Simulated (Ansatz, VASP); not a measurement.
## RbBr: VASP beside Ansatz

INCAR

```
PREC = Accurate
ENCUT = 600
EDIFF = 1E-6
ISMEAR = -1
SIGMA = 0.05
LREAL = False
LASPH = True
NELM = 60
ALGO = Normal
ISIF = 3
LWAVE = False
LCHARG = False
GGA = PE
IVDW = 12
IBRION = 2
NSW = 80
EDIFFG = -0.01
```

KPOINTS

```
Automatic mesh
0
Gamma
  7 7 7
```

Contents of POSCAR:

```
RbBr
1.0
    4.1260773000      0.0000000000      0.0000000000
    0.0000000000      4.1260773000      0.0000000000
    0.0000000000      0.0000000000      4.1260773000
Rb Br
1 1
Direct
    0.0000000000      0.0000000000      0.0000000000
    0.5000000000      0.5000000000      0.5000000000
```

File input.yaml:

```yaml
crystal:
  lattice:
    - [4.1260773, 0.0, 0.0]
    - [0.0, 4.1260773, 0.0]
    - [0.0, 0.0, 4.1260773]
  atoms:
    - { symbol: Rb, position: [0.0, 0.0, 0.0] }
    - { symbol: Br, position: [0.5, 0.5, 0.5] }
kpoints:
  mp_grid: { grid: [7, 7, 7] }
scf:
  occupations: { method: fermi_dirac, width: 0.05 }
hamiltonian:
  xc: pbe
  dispersion: d3bj
  pseudopotentials: { kind: all_electron, lapw: { basis_error: 0.001 } }
output:
  forces: true
  stress: true
relax:
  f_tol: 0.01
  max_steps: 60
  cell: {}
```

Alike in both runs: task relaxation of cell and atoms; functional PBE; dispersion D3(BJ); k mesh 7 × 7 × 7; occupations fermi-dirac, width 0.05 eV; no spin polarisation.

```csv
,VASP,Ansatz
version,VASP 6.6.1,Ansatz 0.2.0
potentials or method,"VASP PAW PBE potentials, release 64 (Rb_sv, Br), cutoff 600 eV","all-electron LAPW, scalar-relativistic"
```

|  | VASP | Ansatz | Ansatz less VASP |
| --- | --- | --- | --- |
| relaxed volume (Å³/atom) | 34.70 | 34.64 | -0.069 |
| relaxed length of the cell vector where the two differ most in proportion (Å) | 4.110 | 4.107 | -0.0027 |

Ansatz ran all-electron here, and VASP with PAW potentials.
